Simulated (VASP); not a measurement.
# DyMgSb3 (P4mm) in VASP: notebook

DyMgSb3 is run at these levels: PBE; tasks: single point.

Program: VASP 6.6.1. These are calculated values, not measurements. Logs are shortened: lines on timing, memory, paths and dates and some standing lists are left out, and cuts for length are marked.

### Step 1. The cell of the first run

It takes space group P4mm (No. 99, tetragonal). Conventional cell: a = 5.160 Å, b = 5.160 Å, c = 5.188 Å, α = 90.00°, β = 90.00°, γ = 90.00°. Dy (site symmetry 4mm) has 12 Sb at 3.65 to 3.66 Å and 8 Mg at 4.44 to 4.51 Å within 4.8 Å. Mg (site symmetry 4mm) has 6 Sb at 2.40 to 2.79 Å within 3.2 Å. Sb (site symmetry 4mm) has 2 Mg at 2.40 to 2.79 Å within 3.2 Å. Sb (site symmetry 2mm) has 2 Mg at 2.58 Å within 3.4 Å.

The cell was generated, and may not be a known phase.

### Step 2. Single point, PBE

Contents of INCAR:

```
PREC = Accurate
ENCUT = 600
EDIFF = 1E-6
ISMEAR = 0
SIGMA = 0.1
LREAL = F
LASPH = T
NELM = 200
ALGO = Normal
ISIF = 2
LWAVE = F
LCHARG = F
GGA = PE
NBANDS = 21
GGA_COMPAT = F
LMAXMIX = 6
```

Contents of KPOINTS:

```
regular mesh
0
Gamma
  4 4 4
```

Contents of POSCAR:

```
DyMgSb3
1.0
    5.1598139900      0.0000000000      0.0000000000
    0.0000000000      5.1598139900      0.0000000000
    0.0000000000      0.0000000000      5.1884387100
Dy Mg Sb
1 1 3
Direct
    0.0000000000      0.0000000000      0.0000000000
    0.5000000000      0.5000000000      0.5120000200
    0.5000000000      0.5000000000      0.9739999800
    0.0000000000      0.5000000000      0.5000000000
    0.5000000000      0.0000000000      0.5000000000
```

Potentials or basis: VASP PAW PBE potentials, release 64 (Dy_3, Mg, Sb), 4f in core.

On the command line:

```
> cat potpaw_PBE.64/Dy_3/POTCAR potpaw_PBE.64/Mg/POTCAR potpaw_PBE.64/Sb/POTCAR > POTCAR
> mpirun -np 1 vasp_std > vasp.out
```

OUTCAR:

```text
PREC = Accurate
   ENCUT = 600
   EDIFF = 1E-6
   ISMEAR = 0
   LREAL = F
   LASPH = T
   NELM = 200
   ISIF = 2
   GGA = PE

 ion  position               nearest neighbor table
   1  0.000  0.000  0.000-   3 3.65   3 3.65   3 3.65   3 3.65   5 3.66   4 3.66   4 3.66   4 3.66
                             5 3.66   5 3.66   5 3.66   4 3.66
   2  0.500  0.500  0.512-   3 2.40   4 2.58   5 2.58   5 2.58   4 2.58   3 2.79
   3  0.500  0.500  0.974-   2 2.40   2 2.79   4 3.56   5 3.56   5 3.56   4 3.56   1 3.65   1 3.65
                             1 3.65   1 3.65   4 3.76   5 3.76   4 3.76   5 3.76
   4  0.000  0.500  0.500-   2 2.58   2 2.58   3 3.56   3 3.56   5 3.65   5 3.65   5 3.65   5 3.65
                             1 3.66   1 3.66   1 3.66   1 3.66   3 3.76   3 3.76
   5  0.500  0.000  0.500-   2 2.58   2 2.58   3 3.56   3 3.56   4 3.65   4 3.65   4 3.65   4 3.65
                             1 3.66   1 3.66   1 3.66   1 3.66   3 3.76   3 3.76

  LATTYP: Found a simple tetragonal cell.
 ALAT       =     5.1598139900
 C/A-ratio  =     1.0055476263

  Lattice vectors:

 A1 = (   5.1598139900,   0.0000000000,   0.0000000000)
 A2 = (   0.0000000000,   5.1598139900,   0.0000000000)
 A3 = (   0.0000000000,   0.0000000000,   5.1884387100)

Analysis of symmetry for initial positions (statically):
=====================================================================
 Subroutine PRICEL returns:
 Original cell was already a primitive cell.

 Routine SETGRP: Setting up the symmetry group for a
 simple tetragonal supercell.

 Subroutine GETGRP returns: Found  8 space group operations
 (whereof  8 operations were pure point group operations)
 out of a pool of 16 trial point group operations.

The static configuration has the point symmetry C_4v.

Analysis of symmetry for dynamics (positions and initial velocities):
=====================================================================
 Subroutine PRICEL returns:
 Original cell was already a primitive cell.

 Routine SETGRP: Setting up the symmetry group for a
 simple tetragonal supercell.

 Subroutine GETGRP returns: Found  8 space group operations
 (whereof  8 operations were pure point group operations)
 out of a pool of 16 trial point group operations.

The dynamic configuration has the point symmetry C_4v.

 Subroutine INISYM returns: Found  8 space group operations
 (whereof  8 operations are pure point group operations),
 and found     1 'primitive' translations

[... 94 lines left out ...]
   LREAL  =      F    real-space projection
   EDIFFG = 0.1E-04   stopping-criterion for IOM
   NSW    =      0    number of steps for IOM
   IBRION =     -1    ionic relax: 0-MD 1-quasi-New 2-CG
   NFREE  =      0    steps in history (QN), initial steepest desc. (CG)
   ISIF   =      2    stress and relaxation
   ISYM   =      2    0-nonsym 1-usesym 2-fastsym
   POTIM  = 0.5000    time-step for ionic-motion
   TEBEG  =    0.0;   TEEND  =   0.0 temperature during run
   PSTRESS=    0.0 pullay stress
   NELECT =      26.0000    total number of electrons
   NUPDOWN=      -1.0000    fix difference up-down
   EMIN   =  10.00;   EMAX   =-10.00  energy-range for DOS
   EFERMI =   0.00;   METHOD = LEGACY
   ISMEAR =     0;   SIGMA  =   0.10  broadening in eV -4-tet -1-fermi 0-gaus
   EFERMI_NEDOS =   21; number of points for ismear=-14 and -15
   IALGO  =     38    algorithm
   IMIX   =      4    mixing-type and parameters
     AMIX     =   0.40;   BMIX     =  1.00
     AMIX_MAG =   1.60;   BMIX_MAG =  1.00
  volume/ion in A,a.u.               =      27.63       186.44
  Fermi-wavevector in a.u.,A,eV,Ry     =   0.938205  1.772950 11.976234  0.880228
  Thomas-Fermi vector in A             =   2.065393
   LORBIT       =      0    0 simple, 1 ext, 2 COOP (PROOUT), +10 PAW based schemes
   GGA     = PE    functional components
   LHFCALC =     F    Hartree Fock is set to
   AEXX    =    0.0000 exact exchange contribution
   IVDW    =     0    specifies the selected vdW correction
   LEPSILON=     F    determine dielectric tensor
   LRPA    =     F    only Hartree local field effects (RPA)
 non-spin polarized calculation
 Gauss-broadening in eV      SIGMA  =   0.10
  energy-cutoff  :      600.00
  volume of cell :      138.14
 maximum number of plane-waves:      4648
 NGX is ok and might be reduce to    42
   NGX = 21   NGY = 21   NGZ = 21

 number of electron      26.0000001 magnetization

 Free energy of the ion-electron system (eV)
  ---------------------------------------------------
  ext. energy  EPLUGINS =         0.00000000
  ---------------------------------------------------
  free energy    TOTEN  =       -17.07143356 eV

  energy without entropy =      -17.05136947  energy(sigma->0) =      -17.06140151

 E-fermi :   6.1718     XC(G=0):  -9.6484

 val. band max:        6.1429307303   @ k =   0.0000   0.0000   0.5000
 cond. band min:       6.2129769076   @ k =   0.5000   0.0000   0.2500
 fundamental gap:      0.0700461773
 Fermi energy:         6.1718339992

 k-point     1 :       0.0000    0.0000    0.0000
  band No.  band energies     occupation
      1     -18.8953      2.00000
      2     -18.8945      2.00000
      3     -18.8945      2.00000
      4      -5.4209      2.00000
      5      -2.0536      2.00000
      6      -2.0249      2.00000
[... 421 lines left out ...]
     20       8.4235      0.00000
     21       8.4523      0.00000

------------------------ aborting loop because EDIFF is reached ----------------------------------------

  FORCE on cell =-STRESS in cart. coord.  units (eV):
  Direction    XX          YY          ZZ          XY          YZ          ZX
  --------------------------------------------------------------------------------------
  -------------------------------------------------------------------------------------
  Total        4.5238607      4.5238607      6.0433308      0.0000000      0.0000000      0.0000000
  in kB       52.4704785     52.4704785     70.0942137      0.0000000      0.0000000      0.0000000
  external PRESSURE =      58.3450569 kB  Pullay stress =       0.0000000 kB

 VOLUME and BASIS-vectors are now :
 -----------------------------------------------------------------------------
  energy-cutoff  :      600.00
  volume of cell :      138.14
      direct lattice vectors                 reciprocal lattice vectors
     5.159813990  0.000000000  0.000000000     0.193805436  0.000000000  0.000000000
     0.000000000  5.159813990  0.000000000     0.000000000  0.193805436  0.000000000
     0.000000000  0.000000000  5.188438710     0.000000000  0.000000000  0.192736208

 POSITION                                       TOTAL-FORCE (eV/Angst)
 -----------------------------------------------------------------------------------
      0.00000      0.00000      0.00000         0.000000      0.000000      0.051602
      2.57991      2.57991      2.65648         0.000000      0.000000     -2.681489
      2.57991      2.57991      5.05354         0.000000      0.000000      2.962985
      0.00000      2.57991      2.59422         0.000000      0.000000     -0.166549
      2.57991      0.00000      2.59422         0.000000     -0.000000     -0.166549
 -----------------------------------------------------------------------------------
    total drift:                               -0.000000      0.000000      0.000137

  FREE ENERGIE OF THE ION-ELECTRON SYSTEM (eV)
  ---------------------------------------------------
  free  energy   TOTEN  =       -17.0714335557 eV

  energy  without entropy=      -17.0513694730  energy(sigma->0) =      -17.06140151
```

stdout:

```text
POSCAR found type information on POSCAR DyMgSb
 POSCAR found :  3 types and       5 ions
 scaLAPACK will be used
 LDA part: xc-table for (Slater+PW92), standard interpolation
 POSCAR, INCAR and KPOINTS ok, starting setup
 FFT: planning ... GRIDC
 FFT: planning ... GRID_SOFT
 FFT: planning ... GRID
 WAVECAR not read
 entering main loop
```

It took 50 s on 1 thread of AMD EPYC 7R43 (Zen 3), shared host; peak memory 0.26 GiB.

What came out:

```
Free energy            : -17.0714 eV
Pressure               : 5.8 GPa
Largest force          : 2.963 eV/Å
Band gap on the k mesh : zero (bands 13 and 14 overlap by 1.31 eV)
```

Forces on the atoms (eV/Å):
```
Dy   0.000  0.000  0.052
Mg   0.000  0.000 -2.681
Sb   0.000  0.000  2.963
Sb   0.000  0.000 -0.167
Sb   0.000  0.000 -0.167
```

Levels at points of the mesh, in eV from the Fermi level:
```csv
k point,band 9,band 10,band 11,band 12,band 13,band 14,band 15,band 16,band 17,band 18
"(0.00, 0.00, 0.00)",-4.29,-0.68,-0.18,-0.18,-0.17,0.58,0.59,0.69,0.69,0.71
"(0.50, 0.00, 0.00)",-2.48,-2.32,-2.25,-1.75,-1.71,-0.07,-0.03,0.91,1.33,3.01
"(0.50, 0.50, 0.00)",-2.78,-2.34,-2.34,-1.39,-1.39,0.79,0.85,0.92,1.57,3.27
"(0.00, 0.00, 0.50)",-2.55,-2.19,-2.16,-1.72,-1.72,-0.03,-0.03,0.92,1.32,2.95
"(0.50, 0.00, 0.50)",-2.93,-2.25,-2.16,-1.45,-1.44,0.76,0.81,0.91,1.53,3.26
"(0.50, 0.50, 0.50)",-4.02,-4.02,-0.58,0.83,0.89,1.63,1.63,1.65,1.67,1.70
```

Caveat: the cell stands under pressure; spin-orbit coupling is left out, which moves the levels of the heavy elements; the 4f electrons are frozen in the core, so they carry no moment and show no levels; forces of over 1 eV/Å act on the atoms, so gaps and moduli don't describe the material at rest. Spin polarisation is off, so any magnetic state and its effect on volume and gap are missing.

### Step 3. Single point, PBE

This run uses another cell than the first one, of 34.88 Å³/atom.

Contents of INCAR:

```
PREC     = Accurate       # precision mode
ENCUT    = 600            # plane-wave cutoff, eV
EDIFF    = 1E-6           # SCF threshold, eV
ISMEAR   = 0              # smearing method
SIGMA    = 0.1            # smearing width, eV
LREAL    = False          # projectors in reciprocal space
LASPH    = True           # aspherical terms in the spheres
NELM     = 200            # most SCF steps
ALGO     = Normal         # electronic algorithm
ISIF     = 2              # what is computed and relaxed
LWAVE    = False          # write WAVECAR
LCHARG   = False          # write CHGCAR
GGA      = PE             # functional
NBANDS   = 21             # bands
GGA_COMPAT= False        
LMAXMIX  = 6              # l up to which the mixer works
```

KPOINTS is that of step 2.

Contents of POSCAR:

```
DyMgSb3
1.0
    5.4816293282      0.0000000000      0.0000000000
    0.0000000000      5.4816293282      0.0000000000
    0.0000000000      0.0000000000      5.8046762203
Dy Mg Sb
1 1 3
Direct
    0.0000000000      0.0000000000      0.1096345433
    0.5000000000      0.5000000000      0.5939608105
    0.5000000000      0.5000000000      1.0839932336
    0.0000000000      0.5000000000      0.3492057063
    0.5000000000      0.0000000000      0.3492057063
```

Potentials or basis: VASP PAW PBE potentials, release 64 (Dy_3, Mg, Sb), 4f in core.

On the command line:

```
> cat potpaw_PBE.64/Dy_3/POTCAR potpaw_PBE.64/Mg/POTCAR potpaw_PBE.64/Sb/POTCAR > POTCAR
> mpirun -np 1 vasp_std > vasp.out
```

It took 70 s on 1 thread of AMD EPYC 7R43 (Zen 3), shared host; peak memory 0.33 GiB.

Results (log left out):

```
Free energy            : -18.6712 eV
Pressure               : 0.2 GPa
Largest force          : 0.044 eV/Å
Band gap on the k mesh : zero (bands 13 and 14 overlap by 1.19 eV)
```

Forces in eV/Å, atoms in the order of the input:
```
Dy   0.000  0.000 -0.044
Mg   0.000  0.000  0.003
Sb   0.000  0.000 -0.003
Sb   0.000  0.000  0.022
Sb   0.000  0.000  0.022
```

Levels at points of the mesh, in eV from the Fermi level:
```
           k point  band 11  band 12  band 13  band 14  band 15  band 16
(0.00, 0.00, 0.00)    -1.18    -1.01    -1.01     0.69     0.88     1.25
(0.50, 0.00, 0.00)    -2.43    -1.98     0.11     0.63     0.91     0.94
(0.50, 0.50, 0.00)    -1.44    -0.60    -0.40    -0.40     0.68     0.76
(0.00, 0.00, 0.50)    -1.65    -1.29    -1.29     0.39     0.39     0.76
(0.50, 0.00, 0.50)    -2.04    -1.21    -0.08     1.05     1.09     1.52
(0.50, 0.50, 0.50)    -0.56     0.41     0.73     0.83     1.11     1.11
```

Caveat: spin-orbit coupling is left out, which moves the levels of the heavy elements; the 4f electrons are frozen in the core, so they carry no moment and show no levels. Spin polarisation is off, so any magnetic state and its effect on volume and gap are missing.

### Step 4. Single point, PBE

This run uses another cell than the first one, of 36.41 Å³/atom.

Contents of INCAR:

```
SYSTEM = DyMgSb3
PREC     = Accurate       ! precision mode
ENCUT    = 600            ! plane-wave cutoff, eV
EDIFF    = 1E-6           ! SCF threshold, eV
ISMEAR   = 0              ! smearing method
SIGMA    = 0.1            ! smearing width, eV
LREAL    = .FALSE.        ! projectors in reciprocal space
LASPH    = .TRUE.         ! aspherical terms in the spheres
NELM     = 200            ! most SCF steps
ALGO     = Normal         ! electronic algorithm
ISIF     = 2              ! what is computed and relaxed
LWAVE    = .FALSE.        ! write WAVECAR
LCHARG   = .FALSE.        ! write CHGCAR
GGA      = PE             ! functional
NBANDS   = 21             ! bands
GGA_COMPAT= .FALSE.      
LMAXMIX  = 6              ! l up to which the mixer works
```

Contents of KPOINTS:

```
Automatic mesh
0
G
  8 8 8
  0 0 0
```

Contents of POSCAR:

```
DyMgSb3
1.0
    5.6937252478      0.0000000000      0.0000000000
    0.0000000000      5.6937252478      0.0000000000
    0.0000000000      0.0000000000      5.6152507822
Dy Mg Sb
1 1 3
Direct
    0.0000000000      0.0000000000      0.1280495114
    0.5000000000      0.5000000000      0.5946826165
    0.5000000000      0.5000000000      0.0977694520
    0.0000000000      0.5000000000      0.3327492100
    0.5000000000      0.0000000000      0.3327492100
```

On the command line:

```
> cat potpaw_PBE.64/Dy_3/POTCAR potpaw_PBE.64/Mg/POTCAR potpaw_PBE.64/Sb/POTCAR > POTCAR
> mpirun -np 1 vasp_std > vasp.out
```

Wall time 8.9 min (1 thread of AMD EPYC 7R43 (Zen 3), shared host); peak memory 0.56 GiB.

The run converged. Its results:

```yaml
Free_energy: -18.5827 eV
Pressure: 0.1 GPa
Largest_force: 0.039 eV/Å
Band_gap_on_the_k_mesh: zero (bands 13 and 14 overlap by 1.03 eV)
```

Forces in eV/Å, atoms in the order of the input:
```
Dy   0.000  0.000 -0.039
Mg   0.000  0.000  0.001
Sb   0.000  0.000 -0.005
Sb   0.000  0.000  0.022
Sb   0.000  0.000  0.022
```

Levels at points of the mesh, in eV from the Fermi level:
```csv
k point,band 11,band 12,band 13,band 14,band 15,band 16
"(0.00, 0.00, 0.00)",-1.19,-1.19,-1.10,0.44,0.48,1.30
"(0.50, 0.00, 0.00)",-2.20,-2.06,0.09,0.30,0.50,0.93
"(0.50, 0.50, 0.00)",-1.28,-1.27,-0.19,-0.19,0.16,0.43
"(0.00, 0.00, 0.50)",-1.65,-1.41,-1.41,0.28,0.28,0.52
"(0.50, 0.00, 0.50)",-2.09,-1.28,0.10,0.67,0.80,1.31
"(0.50, 0.50, 0.50)",-1.23,0.23,0.27,0.37,1.02,1.02
```

Caveat: spin-orbit coupling is left out, which moves the levels of the heavy elements; the 4f electrons are frozen in the core, so they carry no moment and show no levels. Spin polarisation is off, so any magnetic state and its effect on volume and gap are missing.

### Step 5. Summary

| cell | k mesh | gap on the mesh (eV) | pressure (GPa) | largest force (eV/Å) |
| --- | --- | --- | --- | --- |
| a = 5.160, b = 5.160, c = 5.188 Å, 5 atoms, atomic positions A | 4 × 4 × 4 | none | 5.8 | 2.96 |
| a = 5.482, b = 5.482, c = 5.805 Å, 5 atoms, atomic positions B | 4 × 4 × 4 | none | 0.2 | 0.04 |
| a = 5.694, b = 5.694, c = 5.615 Å, 5 atoms, atomic positions C | 8 × 8 × 8 | none | 0.1 | 0.04 |

Alike in all rows: task single point; level PBE; potentials or basis VASP PAW PBE potentials, release 64 (Dy_3, Mg, Sb), 4f in core; no spin polarisation; cutoff (eV) 600; smearing gaussian 0.1 eV.

Caveats: spin-orbit coupling is left out, which moves the levels of the heavy elements; the 4f electrons are frozen in the core, so they carry no moment and show no levels; the cell stands under pressure (at least some runs); forces of over 1 eV/Å act on the atoms, so gaps and moduli don't describe the material at rest (at least some runs).

Absolute energies hang on the potentials; compare differences alone.

The gap in the log of VASP goes by the Fermi energy; the results here count the filled bands.